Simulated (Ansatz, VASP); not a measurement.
One calculation of HfC2, two programs

```
Hf C
1.0
     3.27821    0.00000    0.00000
    -1.63911    2.83902    0.00000
     0.00000    0.00000    3.17907
Hf C
1 2
Direct
  0.00000 0.00000 0.00000
  0.33333 0.66667 0.50000
  0.66667 0.33333 0.50000
```

Change from the starting cell: species swapped into the ScSi2 type (P6/mmm, No. 191).

Alike in both runs: functional PBE; k mesh 6 × 6 × 4; occupations gaussian, width 0.1 eV; no spin polarisation.

Ansatz relaxed the structure, and its values are those at the end. VASP's run is a single point on that final structure, the one shown.

|  | VASP | Ansatz |
| --- | --- | --- |
| version | VASP 6.6.1 | Ansatz 0.2.0 |
| potentials or method | VASP PAW PBE potentials, release 64 (Hf_pv, C), cutoff 520 eV | scalar-relativistic, plane waves, PAW |
| valence electrons in the cell | 18 | 34 |

```csv
,VASP,Ansatz,Ansatz less VASP
gap on the k mesh at the Fermi level (eV),none,none,-
pressure (GPa),-2.0,-0.3,+1.64
```

A gap of «none» marks a metal or a gap that the smearing closes. With one functional, cell and mesh, what is left measures potentials, basis and numerics. VASP's potentials hold 18 valence electrons a cell and Ansatz's 34, so a difference there can come from the potentials and not from the codes.

The k mesh is coarse, so the values compare programs but aren't converged. Spin-orbit coupling is off throughout.
